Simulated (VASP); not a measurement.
CaS (Oldhamite): single point with r2SCAN

The system is CaS (Oldhamite).

```
Ca S
1.0
     0.00000    2.84794    2.84794
     2.84794    0.00000    2.84794
     2.84794    2.84794    0.00000
Ca S
1 1
Direct
  0.00000 0.00000 0.00000
  0.50000 0.50000 0.50000
```

```yaml
Program: VASP 6.6.1
Task: single point
Functional: r2SCAN
Potentials_or_basis: VASP PAW PBE potentials, release 64 (Ca_sv, S)
Cutoff: 550 eV
k_mesh: 8 × 8 × 8
Occupations: fermi-dirac, width 0.02 eV
Spin: no spin polarisation
Dipole_correction: no
Further_INCAR_settings: ALGO = Normal; EDIFF = 1e-06; NBANDS = 15
```

| Quantity | Value |
| --- | --- |
| Pressure | 0.3 GPa |
| Band gap on the k mesh | 2.80 eV, indirect (least direct gap 3.63 eV) |

Levels at points of the mesh, in eV from the valence-band top:
| k point | band 5 | band 6 | band 7 | band 8 | band 9 | band 10 | band 11 | band 12 |
| --- | --- | --- | --- | --- | --- | --- | --- | --- |
| (0.00, 0.00, 0.00) | -11.79 | 0.00 | 0.00 | 0.00 | 4.67 | 4.67 | 4.67 | 4.92 |
| (0.50, 0.00, 0.00) | -10.96 | -3.10 | -1.16 | -1.16 | 5.79 | 6.68 | 6.82 | 6.82 |
| (0.50, 0.50, 0.00) | -11.15 | -2.31 | -0.83 | -0.83 | 2.80 | 6.18 | 6.77 | 7.41 |

It took 48 s on 1 thread of Intel(R) Xeon(R) 6975P-C (Granite Rapids), with other jobs on the host, peak memory 0.19 GiB.

Caveat: the PAW data sets were made with another functional, which shifts forces and pressure a little. r2SCAN opens gaps a little over a GGA but as a rule still falls short of measured ones.
